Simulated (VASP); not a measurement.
# NaLuSbH (P4/mmm) in VASP: notebook

The runs below take NaLuSbH through single point, relaxation of cell and atoms, with PBE.

Program: VASP 6.6.1. These are calculated values, not measurements. Logs are shortened: lines on timing, memory, paths and dates and some standing lists are left out, and cuts for length are marked.

## (1) The cell of the first run

It takes space group P4/mmm (No. 123, tetragonal). Conventional cell: a = 4.132 Å, b = 4.132 Å, c = 5.759 Å, α = 90.00°, β = 90.00°, γ = 90.00°. Within 3.8 Å of Na (site symmetry 4/mmm) lie 2 H at 2.88 Å and 4 Sb at 2.92 Å. Lu (site symmetry 4/mmm) has 2 Sb at 2.88 Å and 4 H at 2.92 Å within 3.8 Å. Within 3.8 Å of Sb (site symmetry 4/mmm) lie 2 Lu at 2.88 Å and 4 Na at 2.92 Å. H (site symmetry 4/mmm) has 2 Na at 2.88 Å and 4 Lu at 2.92 Å within 3.8 Å.

## (2) Single point, PBE

INCAR

```
PREC = Accurate
ENCUT = 520
EDIFF = 1E-6
ISMEAR = 0
SIGMA = 0.1
LREAL = F
LASPH = T
NELM = 100
ALGO = Normal
ISIF = 2
LWAVE = F
LCHARG = F
GGA = PE
NBANDS = 27
```

KPOINTS

```
regular mesh
0
Gamma
  12 12 8
```

POSCAR

```
NaLuSbH
1.0
    4.1323119802      0.0000000000      0.0000000000
    0.0000000000      4.1323119802      0.0000000000
    0.0000000000      0.0000000000      5.7593275005
Na Lu Sb H
1 1 1 1
Direct
    0.0000000000      0.0000000000      0.0000000000
    0.5000000000      0.5000000000      0.5000000000
    0.5000000000      0.5000000000      0.0000000000
    0.0000000000      0.0000000000      0.5000000000
```

Potentials or basis: VASP PAW PBE potentials, release 64 (Na_pv, Lu, Sb, H).

The run is started by

```sh
$ cat potpaw_PBE.64/Na_pv/POTCAR potpaw_PBE.64/Lu/POTCAR potpaw_PBE.64/Sb/POTCAR potpaw_PBE.64/H/POTCAR > POTCAR
$ mpirun -np 1 vasp_std > vasp.out
```

OUTCAR:

```text
PREC = Accurate
   ENCUT = 520
   EDIFF = 1E-6
   ISMEAR = 0
   LREAL = F
   LASPH = T
   NELM = 100
   ISIF = 2
   GGA = PE

 ion  position               nearest neighbor table
   1  0.000  0.000  0.000-   3 2.92   3 2.92   3 2.92   3 2.92
   2  0.500  0.500  0.500-   3 2.88   3 2.88
   3  0.500  0.500  0.000-   2 2.88   2 2.88   1 2.92   1 2.92   1 2.92   1 2.92
   4  0.000  0.000  0.500-

  LATTYP: Found a simple tetragonal cell.
 ALAT       =     4.1323119802
 C/A-ratio  =     1.3937300785

  Lattice vectors:

 A1 = (   4.1323119802,   0.0000000000,   0.0000000000)
 A2 = (   0.0000000000,   4.1323119802,   0.0000000000)
 A3 = (   0.0000000000,   0.0000000000,   5.7593275005)

Analysis of symmetry for initial positions (statically):
=====================================================================
 Subroutine PRICEL returns:
 Original cell was already a primitive cell.

 Routine SETGRP: Setting up the symmetry group for a
 simple tetragonal supercell.

 Subroutine GETGRP returns: Found 16 space group operations
 (whereof 16 operations were pure point group operations)
 out of a pool of 16 trial point group operations.

The static configuration has the point symmetry D_4h.

Analysis of symmetry for dynamics (positions and initial velocities):
=====================================================================
 Subroutine PRICEL returns:
 Original cell was already a primitive cell.

 Routine SETGRP: Setting up the symmetry group for a
 simple tetragonal supercell.

 Subroutine GETGRP returns: Found 16 space group operations
 (whereof 16 operations were pure point group operations)
 out of a pool of 16 trial point group operations.

The dynamic configuration has the point symmetry D_4h.

 Subroutine INISYM returns: Found 16 space group operations
 (whereof 16 operations are pure point group operations),
 and found     1 'primitive' translations

----------------------------------------------------------------------------------------

                                     Primitive cell

  volume of cell :      98.3463

  direct lattice vectors                    reciprocal lattice vectors
     4.132311980  0.000000000  0.000000000     0.241995281  0.000000000  0.000000000
     0.000000000  4.132311980  0.000000000     0.000000000  0.241995281  0.000000000
     0.000000000  0.000000000  5.759327501     0.000000000  0.000000000  0.173631383

  length of vectors
     4.132311980  4.132311980  5.759327501     0.241995281  0.241995281  0.173631383

  position of ions in fractional coordinates (direct lattice)
     0.000000000  0.000000000  0.000000000
     0.500000000  0.500000000  0.500000000
     0.500000000  0.500000000  0.000000000
     0.000000000  0.000000000  0.500000000

  ion indices of the primitive-cell ions
   primitive index   ion index
                 1           1
                 2           2
                 3           3
                 4           4

----------------------------------------------------------------------------------------

 KPOINTS: regular mesh

Automatic generation of k-mesh.
 Grid dimensions read from file:
 generate k-points for:   12   12    8

 Generating k-lattice:

  Cartesian coordinates                     Fractional coordinates (reciprocal lattice)
     0.020166273  0.000000000  0.000000000     0.083333333  0.000000000  0.000000000
     0.000000000  0.020166273  0.000000000     0.000000000  0.083333333  0.000000000
     0.000000000  0.000000000  0.021703923     0.000000000  0.000000000  0.125000000

  Length of vectors
     0.020166273  0.020166273  0.021703923

  Shift w.r.t. Gamma in fractional coordinates (k-lattice)
     0.000000000  0.000000000  0.000000000

 Subroutine IBZKPT returns following result:
 ===========================================

 Found    140 irreducible k-points:

 Following reciprocal coordinates:
            Coordinates               Weight
  0.000000  0.000000  0.000000      1.000000
  0.083333  0.000000  0.000000      4.000000
  0.166667  0.000000  0.000000      4.000000
  0.250000  0.000000  0.000000      4.000000
  0.333333  0.000000  0.000000      4.000000
  0.416667  0.000000  0.000000      4.000000
[... 16 lines left out ...]
  0.333333  0.333333  0.000000      4.000000
  0.416667  0.333333  0.000000      8.000000
 [... further k-points ...]
   k-points           NKPTS =    140   k-points in BZ     NKDIM =    140   number of bands    NBANDS=     27
   number of dos      NEDOS =    301   number of ions     NIONS =      4
   total plane-waves  NPLWV =  49152
   dimension x,y,z NGX =    32 NGY =   32 NGZ =   48
   dimension x,y,z NGXF=    64 NGYF=   64 NGZF=   96
   ions per type =               1   1   1   1
   NGX,Y,Z   is equivalent  to a cutoff of  12.87, 12.87, 13.86 a.u.
   NGXF,Y,Z  is equivalent  to a cutoff of  25.75, 25.75, 27.71 a.u.
 SYSTEM =  unknown system
   PREC   = accura    normal or accurate (medium, high low for compatibility)
   ISTART =      0    job   : 0-new  1-cont  2-samecut
   ICHARG =      2    charge: 1-file 2-atom 10-const
   ISPIN  =      1    spin polarized calculation?
   LNONCOLLINEAR =      F non collinear calculations
   LSORBIT =      F    spin-orbit coupling
   LASPH  =      T    aspherical Exc in radial PAW
   ENCUT  =  520.0 eV  38.22 Ry    6.18 a.u.   7.68  7.68 10.71*2*pi/ulx,y,z
   NELM   =    100;   NELMIN=  2; NELMDL= -5     # of ELM steps
   EDIFF  = 0.1E-05   stopping-criterion for ELM
   LREAL  =      F    real-space projection
   EDIFFG = 0.1E-04   stopping-criterion for IOM
   NSW    =      0    number of steps for IOM
   IBRION =     -1    ionic relax: 0-MD 1-quasi-New 2-CG
   NFREE  =      0    steps in history (QN), initial steepest desc. (CG)
   ISIF   =      2    stress and relaxation
   ISYM   =      2    0-nonsym 1-usesym 2-fastsym
   POTIM  = 0.5000    time-step for ionic-motion
   TEBEG  =    0.0;   TEEND  =   0.0 temperature during run
   PSTRESS=    0.0 pullay stress
   NELECT =      38.0000    total number of electrons
   NUPDOWN=      -1.0000    fix difference up-down
   EMIN   =  10.00;   EMAX   =-10.00  energy-range for DOS
   EFERMI =   0.00;   METHOD = LEGACY
   ISMEAR =     0;   SIGMA  =   0.10  broadening in eV -4-tet -1-fermi 0-gaus
   EFERMI_NEDOS =   21; number of points for ismear=-14 and -15
   IALGO  =     38    algorithm
   IMIX   =      4    mixing-type and parameters
     AMIX     =   0.40;   BMIX     =  1.00
     AMIX_MAG =   1.60;   BMIX_MAG =  1.00
  volume/ion in A,a.u.               =      24.59       165.92
  Fermi-wavevector in a.u.,A,eV,Ry     =   1.192386  2.253282 19.344536  1.421783
  Thomas-Fermi vector in A             =   2.328425
   LORBIT       =      0    0 simple, 1 ext, 2 COOP (PROOUT), +10 PAW based schemes
   GGA     = PE    functional components
   LHFCALC =     F    Hartree Fock is set to
   AEXX    =    0.0000 exact exchange contribution
   IVDW    =     0    specifies the selected vdW correction
   LEPSILON=     F    determine dielectric tensor
   LRPA    =     F    only Hartree local field effects (RPA)
 non-spin polarized calculation
 Gauss-broadening in eV      SIGMA  =   0.10
  energy-cutoff  :      520.00
  volume of cell :       98.35
 maximum number of plane-waves:      2672
 NGX is ok and might be reduce to    32
   NGX = 15   NGY = 15   NGZ = 21

 number of electron      38.0000020 magnetization

 Free energy of the ion-electron system (eV)
  ---------------------------------------------------
  ext. energy  EPLUGINS =         0.00000000
  ---------------------------------------------------
  free energy    TOTEN  =       -13.25008912 eV

  energy without entropy =      -13.24175849  energy(sigma->0) =      -13.24592380

 E-fermi :   2.8372     XC(G=0):  -8.8665

 val. band max:        2.8259524199   @ k =   0.0833   0.0833   0.0000
 cond. band min:       2.8435223447   @ k =   0.5000   0.1667   0.3750
 fundamental gap:      0.0175699249
 Fermi energy:         2.8371814945

 k-point     1 :       0.0000    0.0000    0.0000
  band No.  band energies     occupation
      1     -54.7739      2.00000
      2     -25.4570      2.00000
      3     -25.4570      2.00000
      4     -25.2574      2.00000
      5     -20.9573      2.00000
      6     -20.9573      2.00000
[... 19 lines left out ...]
     26       8.0300      0.00000
     27       8.3667      0.00000

 k-point     2 :       0.0833    0.0000    0.0000
  band No.  band energies     occupation
      1     -54.7738      2.00000
      2     -25.4593      2.00000
      3     -25.4568      2.00000
      4     -25.2572      2.00000
      5     -20.9581      2.00000
      6     -20.9571      2.00000
[... 19 lines left out ...]
     26       8.1787      0.00000
     27       8.5995      0.00000

 k-point     3 :       0.1667    0.0000    0.0000
  band No.  band energies     occupation
      1     -54.7737      2.00000
      2     -25.4655      2.00000
      3     -25.4563      2.00000
      4     -25.2566      2.00000
      5     -20.9602      2.00000
      6     -20.9566      2.00000
[... 19 lines left out ...]
     26       8.3686      0.00000
     27       8.8192      0.00000

 k-point     4 :       0.2500    0.0000    0.0000
  band No.  band energies     occupation
      1     -54.7736      2.00000
      2     -25.4741      2.00000
      3     -25.4556      2.00000
      4     -25.2559      2.00000
      5     -20.9631      2.00000
      6     -20.9558      2.00000
[... 19 lines left out ...]
     26       8.5947      0.00000
     27       9.0831      0.00000

 k-point     5 :       0.3333    0.0000    0.0000
  band No.  band energies     occupation
      1     -54.7734      2.00000
      2     -25.4826      2.00000
      3     -25.4550      2.00000
      4     -25.2551      2.00000
      5     -20.9659      2.00000
      6     -20.9551      2.00000
[... 19 lines left out ...]
     26       8.8597      0.00000
     27       9.3240      0.00000

 k-point     6 :       0.4167    0.0000    0.0000
  band No.  band energies     occupation
      1     -54.7733      2.00000
      2     -25.4888      2.00000
      3     -25.4545      2.00000
      4     -25.2545      2.00000
      5     -20.9680      2.00000
      6     -20.9545      2.00000
[... 444 lines left out ...]
      1     -54.7730      2.00000
      2     -25.4871      2.00000
      3     -25.4711      2.00000
      4     -25.2530      2.00000
      5     -20.9666      2.00000
      6     -20.9604      2.00000
[... 19 lines left out ...]
     26       8.0623      0.00000
     27       8.4450      0.00000

 k-point    22 :       0.5000    0.2500    0.0000
  band No.  band energies     occupation
      1     -54.7730      2.00000
      2     -25.4893      2.00000
      3     -25.4709      2.00000
      4     -25.2528      2.00000
      5     -20.9674      2.00000
      6     -20.9602      2.00000
[... 19 lines left out ...]
     26       7.8907      0.00000
     27       8.3349      0.00000

 k-point    23 :       0.3333    0.3333    0.0000
  band No.  band energies     occupation
      1     -54.7730      2.00000
      2     -25.4802      2.00000
      3     -25.4799      2.00000
      4     -25.2528      2.00000
      5     -20.9638      2.00000
      6     -20.9638      2.00000
[... 19 lines left out ...]
     26       7.9971      0.00000
     27       8.0094      0.00000

 k-point    24 :       0.4167    0.3333    0.0000
  band No.  band energies     occupation
      1     -54.7729      2.00000
      2     -25.4862      2.00000
      3     -25.4795      2.00000
      4     -25.2523      2.00000
      5     -20.9659      2.00000
      6     -20.9633      2.00000
[... 19 lines left out ...]
     26       7.5990      0.00000
     27       7.7323      0.00000

 [... further k-points ...]
[... 5 lines left out ...]
  --------------------------------------------------------------------------------------
  -------------------------------------------------------------------------------------
  Total        0.0053391      0.0053391      0.1154371      0.0000000      0.0000000      0.0000000
  in kB        0.0869801      0.0869801      1.8806061      0.0000000      0.0000000      0.0000000
  external PRESSURE =       0.6848554 kB  Pullay stress =       0.0000000 kB

 VOLUME and BASIS-vectors are now :
 -----------------------------------------------------------------------------
  energy-cutoff  :      520.00
  volume of cell :       98.35
      direct lattice vectors                 reciprocal lattice vectors
     4.132311980  0.000000000  0.000000000     0.241995281  0.000000000  0.000000000
     0.000000000  4.132311980  0.000000000     0.000000000  0.241995281  0.000000000
     0.000000000  0.000000000  5.759327501     0.000000000  0.000000000  0.173631383

 POSITION                                       TOTAL-FORCE (eV/Angst)
 -----------------------------------------------------------------------------------
      0.00000      0.00000      0.00000         0.000000      0.000000      0.000000
      2.06616      2.06616      2.87966         0.000000      0.000000      0.000000
      2.06616      2.06616      0.00000         0.000000      0.000000      0.000000
      0.00000      0.00000      2.87966         0.000000      0.000000      0.000000
 -----------------------------------------------------------------------------------
    total drift:                                0.000000      0.000000     -0.000000

  FREE ENERGIE OF THE ION-ELECTRON SYSTEM (eV)
  ---------------------------------------------------
  free  energy   TOTEN  =       -13.2500891174 eV

  energy  without entropy=      -13.2417584911  energy(sigma->0) =      -13.24592380
```

Wall time 3.3 min (1 thread of AMD EPYC 9R45 (Zen 5), shared host); peak memory 0.5 GiB.

What came out:

```yaml
Free_energy: -13.2501 eV
Pressure: 0.1 GPa
Band_gap_on_the_k_mesh: zero (band 19 reaches 3.31 eV, above the bottom of band 20 at 2.60 eV)
```

Levels at points of the mesh, in eV from the Fermi level:
| k point | band 17 | band 18 | band 19 | band 20 | band 21 | band 22 |
| --- | --- | --- | --- | --- | --- | --- |
| (0.00, 0.00, 0.00) | -2.08 | 0.28 | 0.30 | 0.30 | 2.03 | 2.03 |
| (0.50, 0.00, 0.00) | -1.80 | -1.28 | -0.93 | 0.08 | 0.70 | 1.70 |
| (0.50, 0.50, 0.00) | -2.35 | -2.35 | -0.54 | 0.64 | 0.64 | 3.03 |
| (0.00, 0.00, 0.50) | -2.49 | -0.34 | -0.34 | 0.39 | 2.92 | 2.93 |
| (0.50, 0.00, 0.50) | -3.44 | -3.35 | -0.30 | -0.04 | 1.73 | 2.56 |
| (0.50, 0.50, 0.50) | -2.90 | -2.60 | -2.60 | 1.24 | 1.24 | 2.55 |

Caveat: spin-orbit coupling is left out, which moves the levels of the heavy elements.

(Continued in part 2 of 2.)
